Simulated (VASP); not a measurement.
# Si32O (a cell with a defect) in VASP: single point with PBEsol

Aim: the single point of Si32O (a cell with a defect) with PBEsol.

Everything below comes from runs of VASP 6.6.1. Logs are shortened: lines on timing, memory, paths and dates and some standing lists are left out, and cuts for length are marked.

## 1. The cell of the first run

The cell holds a defect, 33 atoms: a = 9.412 Å, b = 9.412 Å, c = 9.412 Å, α = 109.47°, β = 109.47°, γ = 109.47°.

## 2. Single point, PBEsol

INCAR reads:

```
SYSTEM = Si32O
PREC = Accurate
ENCUT = 520
EDIFF = 1E-7
ISMEAR = 0
SIGMA = 0.02
LREAL = Auto
LASPH = .True.
NELM = 60
ALGO = Normal
ISIF = 2
LWAVE = .False.
LCHARG = .True.
GGA = PS
LELF = .True.
LVHAR = .True.
NBANDS = 89
```

KPOINTS reads:

```
Automatic mesh
0
Gamma
  2 2 2
  0.5 0.5 0.5
```

POSCAR reads:

```
Si32O
1.0
   -5.4338342764      5.4338342764     -5.4338342764
    5.4338342764     -5.4338342764     -5.4338342764
   -5.4338342764     -5.4338342764      5.4338342764
Si O
32 1
Direct
    0.4987975087     -0.0001245897      0.2612230936
    0.2530313642      1.0000336270      0.5048244684
    1.0484742836      1.0020653415      0.7595587738
    0.7520647101      0.7493886992      0.2532495343
    0.7365612929      0.9992750466      1.0143533497
    0.4961006102      0.7460563377      0.5004944689
    0.2580672190      0.7455773021      0.7551976728
    0.0052329531      0.5011531198      0.2561047925
    1.0034481588      0.7512250636      1.0041917406
    0.7527402000      0.5001488565      0.5048581463
    0.5020348176      0.5016986830      0.7553181218
    0.2523198041      0.2489522005      0.2524959228
    0.2515754862      0.4978550803      0.0037504824
    1.0032367979      0.2507436610      0.5036187820
    0.7447152037      0.2563103564      0.7536057950
    0.5186674559      0.2573701973      0.0125285381
    0.7525403411      0.2500796732      0.5047989800
    0.4982969414      0.2535782157      0.7553377213
    0.2752466166      0.2595019333      0.0134991235
    0.0036669319     -0.0002233230      0.4995886628
    0.0001719780      0.2483426861      0.2512265613
    0.7119622725      0.0027836697      0.7610986625
    0.4921836707      0.0001786032      0.0130546860
    0.2511896629      0.7493508806      0.5045037004
    0.2508642941      0.0003352145      0.2566954436
    0.0105491808      0.7418744840      0.7531218826
    0.7519325751      0.7513368631      0.0036372107
    0.5016081392      0.4994294750      0.5048574102
    0.5013365998      0.7489292630      0.2537260855
    0.2538595087      0.4974053978      0.7550261549
    0.0011870071      0.4996024652      0.0045715417
    0.7614129893      0.5055391571      0.2603686325
   -0.0975170521      0.0214819765     -0.1922771190
```

Potentials or basis: VASP PAW PBE potentials, release 64 (Si, O).

The run is started by

```sh
$ cat potpaw_PBE.64/Si/POTCAR potpaw_PBE.64/O/POTCAR > POTCAR
$ mpirun -np 1 vasp_std > vasp.out
```

OUTCAR:

```text
SYSTEM = Si32O
   PREC = Accurate
   ENCUT = 520
   EDIFF = 1E-7
   ISMEAR = 0
   LREAL = Auto
   LASPH = .True.
   NELM = 60
   ISIF = 2
   GGA = PS

 ion  position               nearest neighbor table
   1  0.499  1.000  0.261-  23 2.32  25 2.32  17 2.35  29 2.35
   2  0.253  0.000  0.505-  25 2.33  20 2.33  18 2.35  24 2.35
   3  0.048  0.002  0.760-  33 1.63  19 2.33  26 2.33  20 2.33
   4  0.752  0.749  0.253-  32 2.35  20 2.35  27 2.36  29 2.36
   5  0.737  0.999  0.014-  23 2.30  22 2.33  27 2.36  21 2.36
   6  0.496  0.746  0.500-  24 2.33  22 2.33  29 2.35  28 2.35
[... 24 lines left out ...]
  31  0.001  0.500  0.005-   8 2.35  15 2.36   9 2.36  13 2.36
  32  0.761  0.506  0.260-  16 2.32   8 2.32  10 2.35   4 2.35
  33  0.902  0.021  0.808-  22 1.63   3 1.63

  LATTYP: Found a body centered cubic cell.
 ALAT       =    10.8676685528

  Lattice vectors:

 A1 = (  -5.4338342764,   5.4338342764,  -5.4338342764)
 A2 = (   5.4338342764,  -5.4338342764,  -5.4338342764)
 A3 = (  -5.4338342764,  -5.4338342764,   5.4338342764)

Analysis of symmetry for initial positions (statically):
=====================================================================
 Subroutine PRICEL returns:
 Original cell was already a primitive cell.

 Routine SETGRP: Setting up the symmetry group for a
 body centered cubic supercell.

 Subroutine GETGRP returns: Found  1 space group operations
 (whereof  1 operations were pure point group operations)
 out of a pool of 48 trial point group operations.

The static configuration has the point symmetry C_1 .

Analysis of symmetry for dynamics (positions and initial velocities):
=====================================================================
 Subroutine PRICEL returns:
 Original cell was already a primitive cell.

 Routine SETGRP: Setting up the symmetry group for a
 body centered cubic supercell.

 Subroutine GETGRP returns: Found  1 space group operations
 (whereof  1 operations were pure point group operations)
 out of a pool of 48 trial point group operations.

The dynamic configuration has the point symmetry C_1 .

 Subroutine INISYM returns: Found  1 space group operations
 (whereof  1 operations are pure point group operations),
 and found     1 'primitive' translations

----------------------------------------------------------------------------------------

                                     Primitive cell

  volume of cell :     641.7696

  direct lattice vectors                    reciprocal lattice vectors
    -5.433834276  5.433834276 -5.433834276    -0.092016056  0.000000000 -0.092016056
     5.433834276 -5.433834276 -5.433834276     0.000000000 -0.092016056 -0.092016056
    -5.433834276 -5.433834276  5.433834276    -0.092016056 -0.092016056  0.000000000

  length of vectors
     9.411677047  9.411677047  9.411677047     0.130130355  0.130130355  0.130130355

  position of ions in fractional coordinates (direct lattice)
     0.498797509  0.999875410  0.261223094
     0.253031364  0.000033627  0.504824468
     0.048474284  0.002065341  0.759558774
     0.752064710  0.749388699  0.253249534
     0.736561293  0.999275047  0.014353350
     0.496100610  0.746056338  0.500494469
[... 25 lines left out ...]
     0.761412989  0.505539157  0.260368632
     0.902482948  0.021481976  0.807722881

  ion indices of the primitive-cell ions
   primitive index   ion index
                 1           1
                 2           2
                 3           3
                 4           4
                 5           5
                 6           6
[... 25 lines left out ...]
                32          32
                33          33

----------------------------------------------------------------------------------------

 KPOINTS: Automatic mesh

Automatic generation of k-mesh.
 Grid dimensions read from file:
 generate k-points for:    2    2    2

 Generating k-lattice:

  Cartesian coordinates                     Fractional coordinates (reciprocal lattice)
    -0.046008028  0.000000000 -0.046008028     0.500000000  0.000000000  0.000000000
     0.000000000 -0.046008028 -0.046008028     0.000000000  0.500000000  0.000000000
    -0.046008028 -0.046008028  0.000000000     0.000000000  0.000000000  0.500000000

  Length of vectors
     0.065065177  0.065065177  0.065065177

  Shift w.r.t. Gamma in fractional coordinates (k-lattice)
     0.500000000  0.500000000  0.500000000

 Subroutine IBZKPT returns following result:
 ===========================================

 Found      4 irreducible k-points:

 Following reciprocal coordinates:
            Coordinates               Weight
  0.250000  0.250000  0.250000      2.000000
 -0.250000  0.250000  0.250000      2.000000
  0.250000 -0.250000  0.250000      2.000000
  0.250000  0.250000 -0.250000      2.000000
   k-points           NKPTS =      4   k-points in BZ     NKDIM =      4   number of bands    NBANDS=     89
   number of dos      NEDOS =    301   number of ions     NIONS =     33
   total plane-waves  NPLWV = 343000
   dimension x,y,z NGX =    70 NGY =   70 NGZ =   70
   dimension x,y,z NGXF=   140 NGYF=  140 NGZF=  140
   ions per type =              32   1
   NGX,Y,Z   is equivalent  to a cutoff of  12.36, 12.36, 12.36 a.u.
   NGXF,Y,Z  is equivalent  to a cutoff of  24.73, 24.73, 24.73 a.u.
 SYSTEM =  Si32O
   PREC   = accura    normal or accurate (medium, high low for compatibility)
   ISTART =      0    job   : 0-new  1-cont  2-samecut
   ICHARG =      2    charge: 1-file 2-atom 10-const
   ISPIN  =      1    spin polarized calculation?
   LNONCOLLINEAR =      F non collinear calculations
   LSORBIT =      F    spin-orbit coupling
   LASPH  =      T    aspherical Exc in radial PAW
   ENCUT  =  520.0 eV  38.22 Ry    6.18 a.u.  17.50 17.50 17.50*2*pi/ulx,y,z
   NELM   =     60;   NELMIN=  2; NELMDL= -5     # of ELM steps
   EDIFF  = 0.1E-06   stopping-criterion for ELM
   LREAL  =      T    real-space projection
   EDIFFG = 0.1E-05   stopping-criterion for IOM
   NSW    =      0    number of steps for IOM
   IBRION =     -1    ionic relax: 0-MD 1-quasi-New 2-CG
   NFREE  =      0    steps in history (QN), initial steepest desc. (CG)
   ISIF   =      2    stress and relaxation
   ISYM   =      2    0-nonsym 1-usesym 2-fastsym
   POTIM  = 0.5000    time-step for ionic-motion
   TEBEG  =    0.0;   TEEND  =   0.0 temperature during run
   PSTRESS=    0.0 pullay stress
   NELECT =     134.0000    total number of electrons
   NUPDOWN=      -1.0000    fix difference up-down
   EMIN   =  10.00;   EMAX   =-10.00  energy-range for DOS
   EFERMI =   0.00;   METHOD = LEGACY
   ISMEAR =     0;   SIGMA  =   0.02  broadening in eV -4-tet -1-fermi 0-gaus
   EFERMI_NEDOS =   21; number of points for ismear=-14 and -15
   IALGO  =     38    algorithm
   IMIX   =      4    mixing-type and parameters
     AMIX     =   0.40;   BMIX     =  1.00
     AMIX_MAG =   1.60;   BMIX_MAG =  1.00
  volume/ion in A,a.u.               =      19.45       131.24
  Fermi-wavevector in a.u.,A,eV,Ry     =   0.971218  1.835336 12.833891  0.943264
  Thomas-Fermi vector in A             =   2.101417
   LORBIT       =      0    0 simple, 1 ext, 2 COOP (PROOUT), +10 PAW based schemes
   GGA     = PS    functional components
   LHFCALC =     F    Hartree Fock is set to
   AEXX    =    0.0000 exact exchange contribution
   IVDW    =     0    specifies the selected vdW correction
   LEPSILON=     F    determine dielectric tensor
   LRPA    =     F    only Hartree local field effects (RPA)
 non-spin polarized calculation
 Gauss-broadening in eV      SIGMA  =   0.02
  energy-cutoff  :      520.00
  volume of cell :      641.77
 maximum number of plane-waves:     17304
 NGX is ok and might be reduce to    70
   NGX = 35   NGY = 35   NGZ = 35

 number of electron     134.0000002 magnetization

 Free energy of the ion-electron system (eV)
  ---------------------------------------------------
  ext. energy  EPLUGINS =         0.00000000
  ---------------------------------------------------
  free energy    TOTEN  =      -191.53008269 eV

  energy without entropy =     -191.53008269  energy(sigma->0) =     -191.53008269

 E-fermi :   5.3909     XC(G=0):  -9.6004

 val. band max:        5.2628729039   @ k =   0.2500  -0.2500   0.2500
 cond. band min:       6.4341878286   @ k =   0.2500  -0.2500   0.2500
 fundamental gap:      1.1713149247
 Fermi energy:         5.3908737089

 k-point     1 :       0.2500    0.2500    0.2500
  band No.  band energies     occupation
      1     -14.5487      2.00000
      2      -5.5884      2.00000
      3      -5.3899      2.00000
      4      -5.3882      2.00000
      5      -5.0537      2.00000
      6      -4.6008      2.00000
[... 71 lines left out ...]
     78       7.5646      0.00000
     79       7.5762      0.00000

 k-point     2 :      -0.2500    0.2500    0.2500
  band No.  band energies     occupation
      1     -14.5487      2.00000
      2      -5.8758      2.00000
      3      -5.1984      2.00000
      4      -4.8903      2.00000
      5      -4.8253      2.00000
      6      -4.6748      2.00000
[... 71 lines left out ...]
     78       8.1353      0.00000
     79       8.1441      0.00000

 k-point     3 :       0.2500   -0.2500    0.2500
  band No.  band energies     occupation
      1     -14.5487      2.00000
      2      -5.8754      2.00000
      3      -5.2011      2.00000
      4      -4.8889      2.00000
      5      -4.8239      2.00000
      6      -4.6744      2.00000
[... 71 lines left out ...]
     78       8.1351      0.00000
     79       8.1441      0.00000

 k-point     4 :       0.2500    0.2500   -0.2500
  band No.  band energies     occupation
      1     -14.5487      2.00000
      2      -5.8764      2.00000
      3      -5.1955      2.00000
      4      -4.8893      2.00000
      5      -4.8262      2.00000
      6      -4.6774      2.00000
[... 71 lines left out ...]
     78       8.1366      0.00000
     79       8.1452      0.00000
 [bands above 79 left out]

------------------------ aborting loop because EDIFF is reached ----------------------------------------

  FORCE on cell =-STRESS in cart. coord.  units (eV):
  Direction    XX          YY          ZZ          XY          YZ          ZX
  --------------------------------------------------------------------------------------
  -------------------------------------------------------------------------------------
  Total        7.5100410      7.5042307      7.5609576     -4.4372728     -4.4463924      4.4572028
  in kB       18.7488111     18.7343055     18.8759242    -11.0776477    -11.1004148     11.1274030
  external PRESSURE =      18.7863469 kB  Pullay stress =       0.0000000 kB

 VOLUME and BASIS-vectors are now :
 -----------------------------------------------------------------------------
  energy-cutoff  :      520.00
  volume of cell :      641.77
      direct lattice vectors                 reciprocal lattice vectors
    -5.433834276  5.433834276 -5.433834276    -0.092016056  0.000000000 -0.092016056
     5.433834276 -5.433834276 -5.433834276     0.000000000 -0.092016056 -0.092016056
    -5.433834276 -5.433834276  5.433834276    -0.092016056 -0.092016056  0.000000000

 POSITION                                       TOTAL-FORCE (eV/Angst)
 -----------------------------------------------------------------------------------
      1.30333     -4.14222     -6.72410        -0.005380      0.009026     -0.006038
     -4.11788     -1.36838      1.36802        -0.000314     -0.003581      0.003697
     -4.37950     -3.87514      3.85269        -0.049460      0.020315     -0.027260
     -1.39066     -1.36158     -6.78253         0.002073     -0.000498     -0.004676
      1.34955     -1.50554     -9.35425        -0.008137      0.028574     -0.038435
     -1.36139     -4.07782     -4.03007         0.011491      0.010651      0.011662
[... 25 lines left out ...]
     -2.80518     -0.02442     -5.46961         0.004666     -0.001739      0.003419
     -9.17625      0.39818     -0.63164        -0.051199     -0.071596      0.022535
 -----------------------------------------------------------------------------------
    total drift:                               -0.007258     -0.009198     -0.001221

  FREE ENERGIE OF THE ION-ELECTRON SYSTEM (eV)
  ---------------------------------------------------
  free  energy   TOTEN  =      -191.5300826905 eV

  energy  without entropy=     -191.5300826905  energy(sigma->0) =     -191.53008269
```

It took 5.7 min on 1 thread of Intel Xeon 6975P-C (Granite Rapids), shared host; peak memory 0.72 GiB.

Results:

```yaml
Free_energy: -191.5301 eV
Pressure: 1.9 GPa
Largest_force: 0.091 eV/Å
Band_gap_on_the_k_mesh: 1.17 eV
```

Forces on the atoms (eV/Å):
```
Si  -0.005  0.009 -0.006
Si   0.000 -0.004  0.004
Si  -0.049  0.020 -0.027
Si   0.002  0.000 -0.005
Si  -0.008  0.029 -0.038
Si   0.011  0.011  0.012
Si   0.004 -0.003 -0.002
Si   0.003 -0.001  0.003
Si   0.005  0.002 -0.002
Si   0.001 -0.001  0.003
Si   0.003  0.005  0.002
Si   0.023  0.014  0.008
Si   0.002  0.000  0.002
Si  -0.003 -0.007  0.007
Si   0.000  0.000 -0.002
Si  -0.001  0.004 -0.004
Si   0.003  0.000  0.000
Si   0.000  0.004 -0.002
Si   0.001  0.004 -0.006
Si  -0.007 -0.006  0.007
Si  -0.004 -0.012  0.001
Si   0.038 -0.019  0.032
Si  -0.001  0.012 -0.013
Si   0.003 -0.001  0.001
Si   0.000  0.000  0.002
Si   0.005 -0.004  0.003
Si   0.002  0.005 -0.002
Si   0.010  0.006  0.003
Si   0.002  0.007 -0.001
Si   0.003 -0.004 -0.005
Si   0.002  0.004  0.001
Si   0.005 -0.002  0.003
O   -0.051 -0.072  0.023
```

Caveat: the PAW data sets were made with another functional, which shifts forces and pressure a little.
